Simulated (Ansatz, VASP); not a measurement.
# One calculation of CdF2, two programs

The input INCAR:

```
SYSTEM = CdF2
PREC = Accurate
ENCUT = 520
EDIFF = 1E-6
ISMEAR = 0
SIGMA = 0.05
LREAL = .False.
LASPH = .True.
NELM = 60
ALGO = Normal
ISIF = 2
LWAVE = .False.
LCHARG = .False.
GGA = RE
IVDW = 13
NBANDS = 20
```

File KPOINTS:

```
Automatic mesh
0
Gamma
  8 8 8
  0 0 0
```

POSCAR

```
CdF2
1.0
    0.0000000000      2.7381016075      2.7381016075
    2.7381016075      0.0000000000      2.7381016075
    2.7381016075      2.7381016075      0.0000000000
Cd F
1 2
Direct
    0.0000000000      0.0000000000      0.0000000000
    0.2500000000      0.2500000000      0.2500000000
    0.7500000000      0.7500000000      0.7500000000
```

Input for Ansatz:

```yaml
crystal:
  lattice:
    - [0.0, 2.7381016075, 2.7381016075]
    - [2.7381016075, 0.0, 2.7381016075]
    - [2.7381016075, 2.7381016075, 0.0]
  atoms:
    - { symbol: Cd, position: [0.0, 0.0, 0.0] }
    - { symbol: F, position: [0.25, 0.25, 0.25] }
    - { symbol: F, position: [0.75, 0.75, 0.75] }
basis:
  ecutwfc: 420
  ecutrho_ratio: 4
kpoints:
  mp_grid: { grid: [8, 8, 8] }
hamiltonian:
  xc: revpbe
  dispersion: d4
scf:
  occupations: { method: gaussian, width: 0.05 }
output:
  forces: true
  stress: true
  eigenvalues: true
```

Alike in both runs: task single point; functional revPBE; dispersion D4; k mesh 8 × 8 × 8; occupations gaussian, width 0.05 eV; no spin polarisation.

|  | VASP | Ansatz |
| --- | --- | --- |
| version | VASP 6.6.1 | Ansatz 0.2.0 |
| potentials or method | VASP PAW PBE potentials, release 64 (Cd, F), cutoff 520 eV | scalar-relativistic, plane waves, PAW |
| valence electrons in the cell | 26 | 34 |

|  | VASP | Ansatz | Ansatz less VASP |
| --- | --- | --- | --- |
| gap on the k mesh at the Fermi level (eV) | 3.05 | 3.08 | +0.031 |
| least direct gap on the mesh (eV) | 3.61 | 3.64 | +0.031 |
| pressure (GPa) | 0.6 | 0.0 | -0.57 |

VASP's potentials were made for PBE, not for revPBE. VASP's potentials hold 26 valence electrons a cell and Ansatz's 34, so a difference there can come from the potentials and not from the codes.
